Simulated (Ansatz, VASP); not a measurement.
## Sn: VASP beside Ansatz

INCAR

```
SYSTEM = Sn
PREC     = Accurate       ! precision mode
ENCUT    = 520            ! plane-wave cutoff, eV
EDIFF    = 1E-6           ! SCF threshold, eV
ISMEAR   = 0              ! smearing method
SIGMA    = 0.1            ! smearing width, eV
LREAL    = .False.        ! projectors in reciprocal space
LASPH    = .True.         ! aspherical terms in the spheres
NELM     = 100            ! most SCF steps
ALGO     = Normal         ! electronic algorithm
ISIF     = 2              ! what is computed and relaxed
LWAVE    = .False.        ! write WAVECAR
LCHARG   = .False.        ! write CHGCAR
GGA      = PE             ! functional
NBANDS   = 21             ! bands
```

The input KPOINTS:

```
regular mesh
0
Gamma
  12 12 12
  0 0 0
```

POSCAR

```
Sn
1.0
    0.0000000000      3.2243510677      3.2243510677
    3.2243510677      0.0000000000      3.2243510677
    3.2243510677      3.2243510677      0.0000000000
Sn
2
Direct
    0.0000000000      0.0000000000      0.0000000000
    0.2500000000      0.2500000000      0.2500000000
```

Input for Ansatz:

```yaml
crystal:
  lattice:
    - [0.0, 3.2243510677, 3.2243510677]
    - [3.2243510677, 0.0, 3.2243510677]
    - [3.2243510677, 3.2243510677, 0.0]
  atoms:
    - { symbol: Sn, position: [0.0, 0.0, 0.0] }
    - { symbol: Sn, position: [0.25, 0.25, 0.25] }
basis:
  ecutwfc: 420
kpoints:
  mp_grid: { grid: [12, 12, 12] }
hamiltonian:
  xc: pbe
scf:
  occupations: { method: gaussian, width: 0.1 }
output:
  forces: true
  stress: true
  eigenvalues: true
  write_density: true
  write_potential: true
  elf: true
  volumetric_format: npy
```

Alike in both runs: task single point; functional PBE; k mesh 12 × 12 × 12; occupations gaussian, width 0.1 eV; no spin polarisation.

|  | VASP | Ansatz |
| --- | --- | --- |
| version | VASP 6.6.1 | Ansatz 0.2.0 |
| potentials or method | VASP PAW PBE potentials, release 64 (Sn_d), cutoff 520 eV | scalar-relativistic, plane waves, PAW |
| valence electrons in the cell | 28 | 28 |

```tsv
	VASP	Ansatz	Ansatz less VASP
gap on the k mesh at the Fermi level (eV)	none	none	-
pressure (GPa)	4.2	4.2	+0.06
```

A gap of «none» marks a metal or a gap that the smearing closes.
